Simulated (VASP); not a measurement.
A run of VASP 6.6.1:

Contents of POSCAR:

```
SiGe
1.0
    3.9443238068      0.0000000000      0.0000000000
   -1.9721619034      3.4158846175      0.0000000000
    0.0000000000      0.0000000000      6.5133309017
Si Ge
2 2
Direct
    0.6666666667      0.3333333333      0.8746347126
    0.3333333333      0.6666666667      0.3746347126
    0.6666666667      0.3333333333      0.5003642874
    0.3333333333      0.6666666667      0.0003642874
```

File INCAR.step1:

```
SYSTEM = SiGe
PREC     = Accurate       ! precision mode
ENCUT    = 520            ! plane-wave cutoff, eV
ISMEAR   = 0              ! smearing method
SIGMA    = 0.02           ! smearing width, eV
LREAL    = .False.        ! projectors in reciprocal space
LASPH    = .True.         ! aspherical terms in the spheres
NELM     = 80             ! most SCF steps
NBANDS   = 26             ! bands
GGA      = PE             ! functional
ALGO     = Normal         ! electronic algorithm
EDIFF    = 1E-4           ! SCF threshold, eV
LWAVE    = .True.         ! write WAVECAR
LCHARG   = .False.        ! write CHGCAR
```

INCAR.step2

```
SYSTEM = SiGe
PREC     = Accurate       ! precision mode
ENCUT    = 520            ! plane-wave cutoff, eV
EDIFF    = 1E-6           ! SCF threshold, eV
ISMEAR   = 0              ! smearing method
SIGMA    = 0.02           ! smearing width, eV
LREAL    = .False.        ! projectors in reciprocal space
LASPH    = .True.         ! aspherical terms in the spheres
NELM     = 80             ! most SCF steps
ALGO     = Normal         ! electronic algorithm
ISIF     = 2              ! what is computed and relaxed
LWAVE    = .False.        ! write WAVECAR
LCHARG   = .False.        ! write CHGCAR
METAGGA  = R2SCAN         ! meta-GGA
LMIXTAU  = .True.       
NBANDS   = 26             ! bands
ISTART   = 1
```

Contents of KPOINTS:

```
regular mesh
0
Gamma
  12 12 4
  0 0 0
```

Potentials or basis: VASP PAW PBE potentials, release 64 (Si, Ge_d).

The run is started by

```sh
$ cat potpaw_PBE.64/Si/POTCAR potpaw_PBE.64/Ge_d/POTCAR > POTCAR
$ cp INCAR.step1 INCAR
$ mpirun -np 1 vasp_std > vasp.out
$ cp INCAR.step2 INCAR
$ mpirun -np 1 vasp_std > vasp.out
```

Hardware: 1 thread of Intel(R) Xeon(R) 6975P-C (Granite Rapids), with other jobs on the host.

Question: How long does it take, and how much memory?

Answer: Run time: 2.7 min on 1 thread of Intel(R) Xeon(R) 6975P-C (Granite Rapids), on a shared host, peak memory 0.27 GiB. Counts: k points 57.
